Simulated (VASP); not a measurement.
Set up this calculation in VASP 6.6.1, as the native input.

```yaml
Task: single point
Functional: PBEsol
Potentials_or_basis: VASP PAW PBE potentials, release 64 (Rh_pv)
Cutoff: 520 eV
k_mesh: 28 × 28 × 28
Occupations: gaussian, width 0.15 eV
Spin: no spin polarisation
Dipole_correction: no
Further_INCAR_settings: ALGO = Fast; EDIFF = 1e-07; NBANDS = 14
```

The structure of Rh lies in POSCAR:

```
Rh
1.0
    0.0000000000      1.8899965803      1.8899965803
    1.7954967513      0.0000000000      1.8899965803
    1.7954967513      1.8899965803      0.0000000000
Rh
1
Direct
    0.0000000000      0.0000000000      0.0000000000
```

This cell differs from its parent crystal: strain -0.0500 x Voigt [1, 0, 0, 0, 0, 0].

One way to write it, as run:

INCAR

```
ALGO = Fast
EDIFF = 1E-7
ENCUT = 520
GGA = PS
ISIF = 2
ISMEAR = 0
LASPH = T
LCHARG = T
LELF = T
LREAL = F
LVHAR = T
LWAVE = F
NBANDS = 14
NELM = 80
PREC = Accurate
SIGMA = 0.15
```

KPOINTS

```
k-points
0
Gamma
  28 28 28
```

Potentials or basis: VASP PAW PBE potentials, release 64 (Rh_pv).

Run with:

```bash
$ cat potpaw_PBE.64/Rh_pv/POTCAR > POTCAR
$ mpirun -np 1 vasp_std > vasp.out
```

Results of the run:

```
Pressure : 17.7 GPa
```

Caveat: the cell differs from its parent crystal (strain -0.0500 x Voigt [1, 0, 0, 0, 0, 0]); the PAW data sets were made with another functional, which shifts forces and pressure a little.

Wall time 2.3 min on 1 thread of Intel(R) Xeon(R) 6975P-C (Granite Rapids), on a shared host, peak memory 0.36 GiB.
